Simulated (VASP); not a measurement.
Ti: single point with r2SCAN

Crystal: Ti.

```
Ti
1.0
     2.72960    0.00000    0.00000
    -1.36480    2.36390    0.00000
     0.00000    0.00000    4.82400
Ti
2
Direct
  0.33333 0.66667 0.25000
  0.66667 0.33333 0.75000
```

| Quantity | Value |
| --- | --- |
| Program | VASP 6.6.1 |
| Task | single point |
| Functional | r2SCAN |
| Potentials or basis | VASP PAW PBE potentials, release 64 (Ti_sv) |
| Cutoff | 520 eV |
| k mesh | 18 × 18 × 10 |
| Occupations | methfessel-paxton, width 0.05 eV |
| Spin | no spin polarisation |

| Quantity | Value |
| --- | --- |
| Pressure | 15.1 GPa |
| Band gap on the k mesh | zero (bands 12 and 13 overlap by 0.68 eV) |

Stress tensor (GPa, compression positive):
```
20.30  0.00  0.00
 0.00 20.30  0.00
 0.00  0.00  4.72
```

Levels at points of the mesh, in eV from the Fermi level:
```tsv
k point	band 10	band 11	band 12	band 13	band 14	band 15
(0.00, 0.00, 0.00)	-3.15	-0.16	0.27	1.10	1.10	1.51
(0.50, 0.00, 0.00)	-2.57	-2.39	-0.16	0.32	1.04	1.31
(0.00, 0.00, 0.50)	-4.97	-0.44	-0.44	1.13	1.13	1.13
(0.50, 0.00, 0.50)	-2.99	-1.26	-1.26	1.79	1.79	2.52
```

Wall time 5.4 min on 1 thread of Intel(R) Xeon(R) Platinum 8488C (Sapphire Rapids), on a shared host, peak memory 0.22 GiB.

Caveat: the cell stands under pressure; the PAW data sets were made with another functional, which shifts forces and pressure a little.
